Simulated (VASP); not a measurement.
A run of VASP 6.6.1 is set up as follows.

The input INCAR:

```
ALGO = Normal
EDIFF = 1E-6
ENCUT = 520
GGA = PE
ISIF = 2
ISMEAR = 0
LASPH = True
LCHARG = False
LREAL = False
LWAVE = False
NBANDS = 18
NELM = 60
PREC = Accurate
SIGMA = 0.02
```

KPOINTS

```
k-points
0
Gamma
  12 12 6
```

Contents of POSCAR:

```
PtSe2
1.0
    3.7535431271      0.0000000000      0.0000000000
   -1.8767715636      3.2506637023      0.0000000000
    0.0000000000      0.0000000000      6.3048682507
Pt Se
1 2
Direct
    0.0000000000      0.0000000000      0.0000000000
    0.6666666667      0.3333333333      0.7929271611
    0.3333333333      0.6666666667      0.2070728389
```

Potentials or basis: VASP PAW PBE potentials, release 64 (Pt, Se).

Run with:

```sh
$ cat potpaw_PBE.64/Pt/POTCAR potpaw_PBE.64/Se/POTCAR > POTCAR
$ mpirun -np 1 vasp_std > vasp.out
```

(1) Predict the largest force.

(2) Predict the pressure.

(3) What does it give for the band gap on the k mesh?

## Answers

(1) 0.003 eV/Å.

(2) 0.0 GPa.

(3) 0.71 eV, indirect (least direct gap 0.98 eV).

Caveat: spin-orbit coupling is left out, which moves the levels of the heavy elements; this functional lacks dispersion, which binds the layers, so the pressure and a relaxed spacing across them are unreliable.
